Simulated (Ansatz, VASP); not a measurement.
**ZrB2: VASP beside Ansatz**

INCAR

```
SYSTEM = ZrB2
PREC     = Accurate       ! precision mode
ENCUT    = 520            ! plane-wave cutoff, eV
EDIFF    = 1E-6           ! SCF threshold, eV
ISMEAR   = 0              ! smearing method
SIGMA    = 0.15           ! smearing width, eV
LREAL    = .FALSE.        ! projectors in reciprocal space
LASPH    = .TRUE.         ! aspherical terms in the spheres
NELM     = 100            ! most SCF steps
ALGO     = Normal         ! electronic algorithm
ISIF     = 2              ! what is computed and relaxed
LWAVE    = .FALSE.        ! write WAVECAR
LCHARG   = .FALSE.        ! write CHGCAR
NBANDS   = 16             ! bands
```

Contents of KPOINTS:

```
regular mesh
0
G
  15 15 12
  0 0 0
```

The input POSCAR:

```
ZrB2
1.0
    3.1325412665      0.0000000000      0.0000000000
   -1.5662706333      2.7128603152      0.0000000000
    0.0000000000      0.0000000000      3.6052000000
Zr B
1 2
Direct
    0.0000000000      0.0000000000      0.0000000000
    0.3333333333      0.6666666667      0.5000000000
    0.6666666667      0.3333333333      0.5000000000
```

Input for Ansatz:

```yaml
crystal:
  lattice:
    - [3.1325412665, 0.0, 0.0]
    - [-1.5662706333, 2.7128603152, 0.0]
    - [0.0, 0.0, 3.6052]
  atoms:
    - { symbol: Zr, position: [0.0, 0.0, 0.0] }
    - { symbol: B, position: [0.3333333333, 0.6666666667, 0.5] }
    - { symbol: B, position: [0.6666666667, 0.3333333333, 0.5] }
basis:
  ecutwfc: 520.0
kpoints:
  mp_grid: { grid: [15, 15, 12] }
hamiltonian:
  xc: lda
  pseudopotentials: { kind: paw }
scf:
  occupations: { method: gaussian, width: 0.15 }
output:
  forces: true
  stress: true
  eigenvalues: true
  write_density: true
  write_potential: true
  elf: true
  volumetric_format: npy
```

Alike in both runs: task single point; functional LDA; k mesh 15 × 15 × 12; occupations gaussian, width 0.15 eV; no spin polarisation.

|  | VASP | Ansatz |
| --- | --- | --- |
| version | VASP 6.6.1 | Ansatz 0.2.0 |
| potentials or method | VASP PAW LDA potentials, release 64 (Zr_sv, B), cutoff 520 eV | scalar-relativistic, plane waves, PAW |
| valence electrons in the cell | 18 | 18 |

```csv
,VASP,Ansatz,Ansatz less VASP
gap on the k mesh at the Fermi level (eV),none,none,-
pressure (GPa),-7.0,-7.5,-0.47
"traceless stress, the component that is largest in VASP (GPa)",-6.90,-6.93,-0.028
```

LDA's correlation is that of Perdew and Zunger in VASP and of Perdew and Wang (1992) in Ansatz. A gap of «none» marks a metal or a gap that the smearing closes.
